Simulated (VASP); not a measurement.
B: single point with PBEsol

B:

```
B
1.0
     1.55987    0.00000    0.00000
    -0.77994    1.35089    0.00000
     0.00000    0.00000    4.33029
B
1
Direct
  0.00000 0.00000 0.00000
```

This isn't the form of B at room conditions, which is rhombohedral.

This cell differs from its parent crystal: ratio of the length along z to the lengths across it x 1.3, volume and fractional coordinates fixed.

```json
{
  "Program": "VASP 6.6.1",
  "Task": "single point",
  "Functional": "PBEsol",
  "Potentials or basis": "VASP PAW PBE potentials, release 64 (B)",
  "Cutoff": "520 eV",
  "k mesh": "36 × 36 × 14",
  "Occupations": "gaussian, width 0.15 eV",
  "Spin": "no spin polarisation"
}
```

```yaml
Pressure: 61.2 GPa
Band_gap_on_the_k_mesh: zero (an odd number of electrons rules out a gap without spin polarisation)
```

Stress tensor (GPa, compression positive):
```
92.12  0.00  0.00
 0.00 92.12  0.00
 0.00  0.00 -0.70
```

Levels at points of the mesh, in eV from the Fermi level:
| k point | band 1 | band 2 | band 3 | band 4 | band 5 | band 6 | band 7 |
| --- | --- | --- | --- | --- | --- | --- | --- |
| (0.00, 0.00, 0.00) | -19.05 | -9.54 | 0.81 | 15.95 | 20.65 | 31.67 | 31.67 |
| (0.50, 0.00, 0.00) | -10.44 | 3.22 | 7.11 | 14.53 | 20.10 | 20.46 | 21.57 |
| (0.00, 0.00, 0.50) | -18.99 | -10.07 | 4.67 | 7.60 | 31.67 | 31.67 | 32.33 |
| (0.50, 0.00, 0.50) | -10.43 | 3.31 | 6.87 | 13.48 | 20.46 | 23.84 | 25.71 |

It took 25 s on 1 thread of AMD EPYC 9R45 96-Core Processor (Zen 5), with other jobs on the host, peak memory 0.13 GiB.

Caveat: the cell stands under pressure; the PAW data sets were made with another functional, which shifts forces and pressure a little.
